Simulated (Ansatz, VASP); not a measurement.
One calculation of NaHF2, two programs

```
Na H F
1.0
     1.67390    0.96643    3.91120
    -1.67390    0.96643    3.91120
     0.00000   -1.93285    3.91120
Na H F
1 1 2
Direct
  0.00000 0.00000 0.00000
  0.50000 0.50000 0.50000
  0.41688 0.41688 0.41688
  0.58312 0.58312 0.58312
```

Alike in both runs: task single point; functional PBEsol; dispersion D3(BJ); k mesh 9 × 9 × 9; occupations gaussian, width 0.05 eV; no spin polarisation.

|  | VASP | Ansatz |
| --- | --- | --- |
| version | VASP 6.6.1 | Ansatz 0.2.0 |
| potentials or method | VASP PAW PBE potentials, release 64 (Na_pv, H, F), cutoff 520 eV | scalar-relativistic, plane waves, PAW |
| valence electrons in the cell | 22 | 24 |

Ansatz gave:

```
gap on the k mesh at the Fermi level (eV) : 7.10
least direct gap on the mesh (eV)         : 7.10
rms of the force components (eV/Å)        : 3.093
```

Q: Estimate VASP's values.

A: gap on the k mesh at the Fermi level (eV): 7.09; least direct gap on the mesh (eV): 7.09; rms of the force components (eV/Å): 3.153.

VASP's potentials were made for PBE, not for PBEsol. Atom by atom the forces differ by 0.060 eV/Å (rms over components). VASP's potentials hold 22 valence electrons a cell and Ansatz's 24, so a difference there can come from the potentials and not from the codes.
